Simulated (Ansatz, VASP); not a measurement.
## One calculation of Ti3Ga, two programs

```
Ti Ga
1.0
     0.00000    3.13242    3.13242
     3.13242    0.00000    3.13242
     3.13242    3.13242    0.00000
Ti Ga
3 1
Direct
  0.75000 0.75000 0.75000
  0.00000 0.00000 0.00000
  0.25000 0.25000 0.25000
  0.50000 0.50000 0.50000
```

Alike in both runs: task single point; functional LDA; k mesh 6 × 6 × 6; occupations gaussian, width 0.1 eV; no spin polarisation.

|  | VASP | Ansatz |
| --- | --- | --- |
| version | VASP 6.6.1 | Ansatz 0.2.0 |
| potentials or method | VASP PAW LDA potentials, release 64 (Ti_sv, Ga_d), cutoff 520 eV | plane waves, PAW |
| valence electrons in the cell | 49 | 49 |

Ansatz gave:

```
gap on the k mesh at the Fermi level (eV) : none
pressure (GPa)                            : -2.1
```

Problem. What did VASP give for the same quantities?

Solution. gap on the k mesh at the Fermi level (eV): none; pressure (GPa): -2.0.

LDA's correlation is that of Perdew and Zunger in VASP and of Perdew and Wang (1992) in Ansatz. A gap of «none» marks a metal or a gap that the smearing closes.
